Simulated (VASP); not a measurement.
# Si4Ru (I4/m) in VASP: notebook

Si4Ru is run at these levels: PBE; tasks: single point.

Program: VASP 6.6.1. These are calculated values, not measurements. Logs are shortened: lines on timing, memory, paths and dates and some standing lists are left out, and cuts for length are marked.

### Step 1. The cell of the first run

It takes space group I4/m (No. 87, tetragonal). The conventional cell has a = 5.827 Å, b = 5.827 Å, c = 4.026 Å, α = 90.00°, β = 90.00°, γ = 90.00°. Si (site symmetry m) has 3 Ru at 2.55 to 2.74 Å and 9 Si at 2.62 to 2.77 Å within 3.4 Å. Within 3.4 Å of Ru (site symmetry 4/m) lie 12 Si at 2.55 to 2.74 Å.

### Step 2. Single point, PBE

The input, INCAR:

```
ALGO = Normal
EDIFF = 1E-6
ENCUT = 500
GGA = PE
GGA_COMPAT = False
ISIF = 2
ISMEAR = 0
LASPH = True
LCHARG = True
LELF = True
LREAL = False
LVHAR = True
LWAVE = False
NBANDS = 23
NELM = 120
PREC = Accurate
SIGMA = 0.2
```

The input, KPOINTS:

```
k-points
0
Gamma
  5 5 5
```

The input, POSCAR:

```
Si4Ru
1.0
   -2.9133679575      2.9133679575      2.0128124492
    2.9133679575     -2.9133679575      2.0128124492
    2.9133679575      2.9133679575     -2.0128124492
Si Ru
4 1
Direct
    0.7978112694      0.6120054204      0.4098166898
    0.6120054204      0.2021887306      0.8141941510
    0.2021887306      0.3879945796      0.5901833102
    0.3879945796      0.7978112694      0.1858058490
    0.0000000000      0.0000000000      0.0000000000
```

Potentials or basis: VASP PAW PBE potentials, release 64 (Si, Ru_pv).

Run with:

```
cat potpaw_PBE.64/Si/POTCAR potpaw_PBE.64/Ru_pv/POTCAR > POTCAR
mpirun -np 1 vasp_std > vasp.out
```

OUTCAR:

```text
EDIFF = 1E-6
   ENCUT = 500
   GGA = PE
   ISIF = 2
   ISMEAR = 0
   LASPH = True
   LREAL = False
   NELM = 120
   PREC = Accurate

 ion  position               nearest neighbor table
   1  0.798  0.612  0.410-   5 2.55   4 2.62   2 2.62   3 2.64   3 2.64   3 2.69   5 2.74   5 2.74
                             2 2.77   4 2.77   4 2.77   2 2.77
   2  0.612  0.202  0.814-   5 2.55   3 2.62   1 2.62   4 2.64   4 2.64   4 2.69   5 2.74   5 2.74
                             1 2.77   3 2.77   3 2.77   1 2.77
   3  0.202  0.388  0.590-   5 2.55   2 2.62   4 2.62   1 2.64   1 2.64   1 2.69   5 2.74   5 2.74
                             4 2.77   2 2.77   2 2.77   4 2.77
   4  0.388  0.798  0.186-   5 2.55   1 2.62   3 2.62   2 2.64   2 2.64   2 2.69   5 2.74   5 2.74
                             3 2.77   3 2.77   1 2.77   1 2.77
   5  0.000  0.000  0.000-   3 2.55   2 2.55   4 2.55   1 2.55   1 2.74   2 2.74   3 2.74   4 2.74
                             1 2.74   2 2.74   4 2.74   3 2.74

  LATTYP: Found a body centered tetragonal cell.
 ALAT       =     5.8267359150
 C/A-ratio  =     0.6908885107

  Lattice vectors:

 A1 = (  -2.9133679575,   2.9133679575,   2.0128124492)
 A2 = (   2.9133679575,  -2.9133679575,   2.0128124492)
 A3 = (   2.9133679575,   2.9133679575,  -2.0128124492)

Analysis of symmetry for initial positions (statically):
=====================================================================
 Subroutine PRICEL returns:
 Original cell was already a primitive cell.

 Routine SETGRP: Setting up the symmetry group for a
 body centered tetragonal supercell.

 Subroutine GETGRP returns: Found  8 space group operations
 (whereof  8 operations were pure point group operations)
 out of a pool of 16 trial point group operations.

The static configuration has the point symmetry C_4h.

Analysis of symmetry for dynamics (positions and initial velocities):
=====================================================================
 Subroutine PRICEL returns:
 Original cell was already a primitive cell.

 Routine SETGRP: Setting up the symmetry group for a
 body centered tetragonal supercell.

 Subroutine GETGRP returns: Found  8 space group operations
 (whereof  8 operations were pure point group operations)
 out of a pool of 16 trial point group operations.

The dynamic configuration has the point symmetry C_4h.

 Subroutine INISYM returns: Found  8 space group operations
 (whereof  8 operations are pure point group operations),
 and found     1 'primitive' translations

----------------------------------------------------------------------------------------

                                     Primitive cell

  volume of cell :      68.3367

  direct lattice vectors                    reciprocal lattice vectors
    -2.913367958  2.913367958  2.012812449     0.000000000  0.171622674  0.248408638
     2.913367958 -2.913367958  2.012812449     0.171622674  0.000000000  0.248408638
     2.913367958  2.913367958 -2.012812449     0.171622674  0.171622674  0.000000000

  length of vectors
     4.585503208  4.585503208  4.585503208     0.301929121  0.301929121  0.242711114

  position of ions in fractional coordinates (direct lattice)
     0.797811269  0.612005420  0.409816690
     0.612005420  0.202188731  0.814194151
     0.202188731  0.387994580  0.590183310
     0.387994580  0.797811269  0.185805849
     0.000000000  0.000000000  0.000000000

  ion indices of the primitive-cell ions
   primitive index   ion index
                 1           1
                 2           2
                 3           3
                 4           4
                 5           5

----------------------------------------------------------------------------------------

 KPOINTS: k-points

Automatic generation of k-mesh.
 Grid dimensions read from file:
 generate k-points for:    5    5    5

 Generating k-lattice:

  Cartesian coordinates                     Fractional coordinates (reciprocal lattice)
     0.000000000  0.034324535  0.049681728     0.200000000  0.000000000  0.000000000
     0.034324535  0.000000000  0.049681728     0.000000000  0.200000000  0.000000000
     0.034324535  0.034324535  0.000000000     0.000000000  0.000000000  0.200000000

  Length of vectors
     0.060385824  0.060385824  0.048542223

  Shift w.r.t. Gamma in fractional coordinates (k-lattice)
     0.000000000  0.000000000  0.000000000

 Subroutine IBZKPT returns following result:
 ===========================================

 Found     21 irreducible k-points:

 Following reciprocal coordinates:
            Coordinates               Weight
  0.000000  0.000000  0.000000      1.000000
  0.200000  0.000000 -0.000000      8.000000
  0.400000  0.000000 -0.000000      8.000000
  0.200000  0.200000 -0.000000      8.000000
  0.400000  0.200000  0.000000      8.000000
 -0.200000 -0.400000  0.000000      8.000000
[... 13 lines left out ...]
 -0.400000  0.400000  0.400000      4.000000
 -0.400000 -0.400000  0.400000      2.000000
   k-points           NKPTS =     21   k-points in BZ     NKDIM =     21   number of bands    NBANDS=     23
   number of dos      NEDOS =    301   number of ions     NIONS =      5
   total plane-waves  NPLWV =  46656
   dimension x,y,z NGX =    36 NGY =   36 NGZ =   36
   dimension x,y,z NGXF=    72 NGYF=   72 NGZF=   72
   ions per type =               4   1
   NGX,Y,Z   is equivalent  to a cutoff of  13.05, 13.05, 13.05 a.u.
   NGXF,Y,Z  is equivalent  to a cutoff of  26.10, 26.10, 26.10 a.u.
 SYSTEM =  unknown system
   PREC   = accura    normal or accurate (medium, high low for compatibility)
   ISTART =      0    job   : 0-new  1-cont  2-samecut
   ICHARG =      2    charge: 1-file 2-atom 10-const
   ISPIN  =      1    spin polarized calculation?
   LNONCOLLINEAR =      F non collinear calculations
   LSORBIT =      F    spin-orbit coupling
   LASPH  =      T    aspherical Exc in radial PAW
   ENCUT  =  500.0 eV  36.75 Ry    6.06 a.u.   8.36  8.36  8.36*2*pi/ulx,y,z
   NELM   =    120;   NELMIN=  2; NELMDL= -5     # of ELM steps
   EDIFF  = 0.1E-05   stopping-criterion for ELM
   LREAL  =      F    real-space projection
[... 7 lines left out ...]
   TEBEG  =    0.0;   TEEND  =   0.0 temperature during run
   PSTRESS=    0.0 pullay stress
   NELECT =      30.0000    total number of electrons
   NUPDOWN=      -1.0000    fix difference up-down
   EMIN   =  10.00;   EMAX   =-10.00  energy-range for DOS
   EFERMI =   0.00;   METHOD = LEGACY
   ISMEAR =     0;   SIGMA  =   0.20  broadening in eV -4-tet -1-fermi 0-gaus
   EFERMI_NEDOS =   21; number of points for ismear=-14 and -15
   IALGO  =     38    algorithm
   IMIX   =      4    mixing-type and parameters
     AMIX     =   0.40;   BMIX     =  1.00
     AMIX_MAG =   1.60;   BMIX_MAG =  1.00
  volume/ion in A,a.u.               =      13.67        92.23
  Fermi-wavevector in a.u.,A,eV,Ry     =   1.244220  2.351235 21.062961  1.548084
  Thomas-Fermi vector in A             =   2.378497
   LORBIT       =      0    0 simple, 1 ext, 2 COOP (PROOUT), +10 PAW based schemes
   GGA     = PE    functional components
   LHFCALC =     F    Hartree Fock is set to
   AEXX    =    0.0000 exact exchange contribution
   IVDW    =     0    specifies the selected vdW correction
   LEPSILON=     F    determine dielectric tensor
   LRPA    =     F    only Hartree local field effects (RPA)
 non-spin polarized calculation
 Gauss-broadening in eV      SIGMA  =   0.20
  energy-cutoff  :      500.00
  volume of cell :       68.34
 maximum number of plane-waves:      1749
 NGX is ok and might be reduce to    36
   NGX = 17   NGY = 17   NGZ = 17

 number of electron      30.0000004 magnetization

 Free energy of the ion-electron system (eV)
  ---------------------------------------------------
  ext. energy  EPLUGINS =         0.00000000
  ---------------------------------------------------
  free energy    TOTEN  =       -30.28466842 eV

  energy without entropy =      -30.24429688  energy(sigma->0) =      -30.26448265

 E-fermi :  11.5151     XC(G=0): -11.9398

 val. band max:       11.4964494046   @ k =  -0.4000   0.4000   0.0000
 cond. band min:      11.5380507943   @ k =   0.2000   0.0000  -0.0000
 fundamental gap:      0.0416013897
 Fermi energy:        11.5151044655

 k-point     1 :       0.0000    0.0000    0.0000
  band No.  band energies     occupation
      1     -31.4365      2.00000
      2     -31.4365      2.00000
      3     -31.3105      2.00000
      4      -2.8370      2.00000
      5       3.4418      2.00000
      6       5.6536      2.00000
[... 15 lines left out ...]
     22      14.7995      0.00000
     23      16.0087      0.00000

 k-point     2 :       0.2000    0.0000   -0.0000
  band No.  band energies     occupation
      1     -31.4367      2.00000
      2     -31.4367      2.00000
      3     -31.3132      2.00000
      4      -2.2970      2.00000
      5       3.1960      2.00000
      6       4.0945      2.00000
[... 15 lines left out ...]
     22      16.3683      0.00000
     23      16.8561      0.00000

 k-point     3 :       0.4000    0.0000   -0.0000
  band No.  band energies     occupation
      1     -31.4370      2.00000
      2     -31.4369      2.00000
      3     -31.3178      2.00000
      4      -0.7447      2.00000
      5       1.6175      2.00000
      6       2.9100      2.00000
[... 15 lines left out ...]
     22      16.6072      0.00000
     23      17.2733      0.00000
[... 417 lines left out ...]
 k-point    20 :      -0.4000    0.4000    0.4000
  band No.  band energies     occupation
      1     -31.4387      2.00000
      2     -31.4387      2.00000
      3     -31.3111      2.00000
      4      -0.2243      2.00000
      5       1.2529      2.00000
      6       1.6881      2.00000
[... 15 lines left out ...]
     22      16.3558      0.00000
     23      16.6544      0.00000

 k-point    21 :      -0.4000   -0.4000    0.4000
  band No.  band energies     occupation
      1     -31.4384      2.00000
      2     -31.4384      2.00000
      3     -31.3138      2.00000
      4       1.1025      2.00000
      5       1.3934      2.00000
      6       1.3934      2.00000
[... 15 lines left out ...]
     22      16.8862      0.00000
     23      16.8862      0.00000

------------------------ aborting loop because EDIFF is reached ----------------------------------------

  FORCE on cell =-STRESS in cart. coord.  units (eV):
  Direction    XX          YY          ZZ          XY          YZ          ZX
  --------------------------------------------------------------------------------------
  -------------------------------------------------------------------------------------
  Total       -0.1593141     -0.1593141     -0.2659689      0.0000001     -0.0000000      0.0000000
  in kB       -3.7351727     -3.7351727     -6.2357331      0.0000023     -0.0000000      0.0000000
  external PRESSURE =      -4.5686928 kB  Pullay stress =       0.0000000 kB

 VOLUME and BASIS-vectors are now :
 -----------------------------------------------------------------------------
  energy-cutoff  :      500.00
  volume of cell :       68.34
      direct lattice vectors                 reciprocal lattice vectors
    -2.913367958  2.913367958  2.012812449     0.000000000  0.171622674  0.248408638
     2.913367958 -2.913367958  2.012812449     0.171622674  0.000000000  0.248408638
     2.913367958  2.913367958 -2.012812449     0.171622674  0.171622674  0.000000000

 POSITION                                       TOTAL-FORCE (eV/Angst)
 -----------------------------------------------------------------------------------
      0.65263      1.73527      2.01281         0.025841     -0.011417     -0.000000
      1.17810      3.56599      0.00000         0.011417      0.025841      0.000000
      2.26074      1.17810      0.00000        -0.025841      0.011417      0.000000
      1.73527     -0.65263      2.01281        -0.011417     -0.025841     -0.000000
      0.00000      0.00000      0.00000         0.000000      0.000000     -0.000000
 -----------------------------------------------------------------------------------
    total drift:                               -0.000000      0.000000      0.000000

  FREE ENERGIE OF THE ION-ELECTRON SYSTEM (eV)
  ---------------------------------------------------
  free  energy   TOTEN  =       -30.2846684182 eV

  energy  without entropy=      -30.2442968773  energy(sigma->0) =      -30.26448265
```

It took 21 s on 1 thread of AMD EPYC 9R45 (Zen 5), shared host; peak memory 0.18 GiB.

What came out:

```yaml
Free_energy: -30.2847 eV
Pressure: -0.5 GPa
Largest_force: 0.028 eV/Å
Band_gap_on_the_k_mesh: zero (bands 15 and 16 overlap by 2.00 eV)
```

Forces on the atoms (eV/Å):
```
Si   0.026 -0.011  0.000
Si   0.011  0.026  0.000
Si  -0.026  0.011  0.000
Si  -0.011 -0.026  0.000
Ru   0.000  0.000  0.000
```

Levels at points of the mesh, in eV from the Fermi level:
```
           k point  band 13  band 14  band 15  band 16  band 17  band 18
(0.00, 0.00, 0.00)    -2.13    -1.42    -1.18    -1.18     0.47     1.49
```

Caveat: the k points lie up to 0.38 Å⁻¹ apart, too coarse for converged energies and pressures of a metal.

### Step 3. Single point, PBE

This run uses another cell than the first one, of 13.61 Å³/atom.

The input, INCAR:

```
PREC = Accurate
ENCUT = 500
EDIFF = 1E-6
ISMEAR = 0
SIGMA = 0.2
LREAL = F
LASPH = T
NELM = 120
ALGO = Normal
ISIF = 2
LWAVE = F
LCHARG = T
GGA = PE
LELF = T
LVHAR = T
NBANDS = 23
GGA_COMPAT = F
```

The input, KPOINTS:

```
regular mesh
0
Gamma
  5 5 5
```

The input, POSCAR:

```
Si4Ru
1.0
   -2.9207943796      2.9207943796      1.9942285097
    2.9207943796     -2.9207943796      1.9942285097
    2.9207943796      2.9207943796     -1.9942285097
Si Ru
4 1
Direct
    0.6127436855      0.2013441156      0.8140878012
    0.7986558844      0.6127436855      0.4113995699
    0.3872563145      0.7986558844      0.1859121988
    0.2013441156      0.3872563145      0.5886004301
    0.0000000000      0.0000000000      0.0000000000
```

Potentials or basis: VASP PAW PBE potentials, release 64 (Si, Ru_pv).

Run with:

```
cat potpaw_PBE.64/Si/POTCAR potpaw_PBE.64/Ru_pv/POTCAR > POTCAR
mpirun -np 1 vasp_std > vasp.out
```

Run time: 21 s. Hardware: 1 thread of AMD EPYC 9R45 (Zen 5), shared host; peak memory 0.18 GiB.

Results (log left out):

| Item | Value |
| --- | --- |
| Free energy | -30.2845 eV |
| Pressure | 0.0 GPa |
| Largest force | 0.024 eV/Å |
| Band gap on the k mesh | zero (bands 15 and 16 overlap by 1.99 eV) |

Forces in eV/Å, atoms in the order of the input:
```
Si   0.023 -0.008  0.000
Si  -0.008 -0.023  0.000
Si  -0.023  0.008  0.000
Si   0.008  0.023  0.000
Ru   0.000  0.000  0.000
```

Stress tensor (GPa, compression positive):
```
-0.10  0.00  0.00
 0.00 -0.10  0.00
 0.00  0.00  0.32
```

Levels at points of the mesh, in eV from the Fermi level:
| k point | band 11 | band 12 | band 13 | band 14 | band 15 | band 16 | band 17 | band 18 | band 19 | band 20 |
| --- | --- | --- | --- | --- | --- | --- | --- | --- | --- | --- |
| (0.00, 0.00, 0.00) | -3.58 | -2.67 | -2.14 | -1.37 | -1.12 | -1.12 | 0.42 | 1.58 | 1.84 | 1.84 |

Caveat: the k points lie up to 0.38 Å⁻¹ apart, too coarse for converged energies and pressures of a metal.
